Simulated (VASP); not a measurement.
The system is WS2, a slab with vacuum.

```xyz
3
Lattice="3.1835 0.0000 0.0000 -1.5918 2.7570 0.0000 0.0000 0.0000 16.9506" Properties=species:S:1:pos:R:3 pbc="T T T"
W     0.0000    0.0000    0.0000
S     0.0000    1.8380    1.5595
S     0.0000    1.8380   15.3911
```

Base run:

| Item | Value |
| --- | --- |
| Program | VASP 6.6.1 |
| Functional | r2SCAN |
| Potentials or basis | VASP PAW PBE potentials, release 64 (W_sv, S) |
| Cutoff | 520 eV |
| k mesh | 10 × 10 × 2 |
| Occupations | fermi-dirac, width 0.05 eV |
| Spin | no spin polarisation |

Its results: band gap on the k mesh 2.10 eV (least direct gap 2.28 eV); largest force 0.004 eV/Å.

The run is repeated on the same cell with these changes: functional from r2SCAN to PBEsol-based screened hybrid with 25 % exact exchange; k mesh from 10 × 10 × 2 to 5 × 5 × 1. What comes out?

Band gap on the k mesh 2.79 eV (least direct gap 3.31 eV); largest force 0.513 eV/Å.

Several settings changed at once.

Caveats: some runs use coarse meshes; there is no dipole correction, which matters where the two faces differ; the PAW data sets were made with another functional, which shifts forces and pressure a little; spin-orbit coupling is left out, which moves the levels of the heavy elements.

A k mesh can miss the band edges.
